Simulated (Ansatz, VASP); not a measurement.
**One calculation of Au, two programs**

```
Au
1.0
     2.91696    0.00000    0.00000
    -1.45848    2.52616    0.00000
     0.00000    0.00000    4.89003
Au
2
Direct
  0.33333 0.66667 0.75000
  0.66667 0.33333 0.25000
```

Alike in both runs: task relaxation of cell and atoms; functional PBE; k mesh 18 × 18 × 10; occupations fermi-dirac, width 0.15 eV; no spin polarisation.

|  | VASP | Ansatz |
| --- | --- | --- |
| version | VASP 6.6.1 | Ansatz 0.2.0 |
| potentials or method | VASP PAW PBE potentials, release 64 (Au), cutoff 600 eV | scalar-relativistic, plane waves, PAW |
| valence electrons in the cell | 22 | 38 |

Ansatz gave:

```
gap on the k mesh at the Fermi level, each at its own relaxed structure (eV) : none
relaxed volume (Å³/atom)                                                     : 18.01
relaxed length of the cell vector where the two differ most in proportion (Å)              : 4.891
```

Task: What did VASP give for the same quantities?

Result: gap on the k mesh at the Fermi level, each at its own relaxed structure (eV): none; relaxed volume (Å³/atom): 17.99; relaxed length of the cell vector where the two differ most in proportion (Å): 4.888.

A gap of «none» marks a metal or a gap that the smearing closes. VASP's potentials hold 22 valence electrons a cell and Ansatz's 38, so a difference there can come from the potentials and not from the codes.

Neither program's run includes spin-orbit coupling.
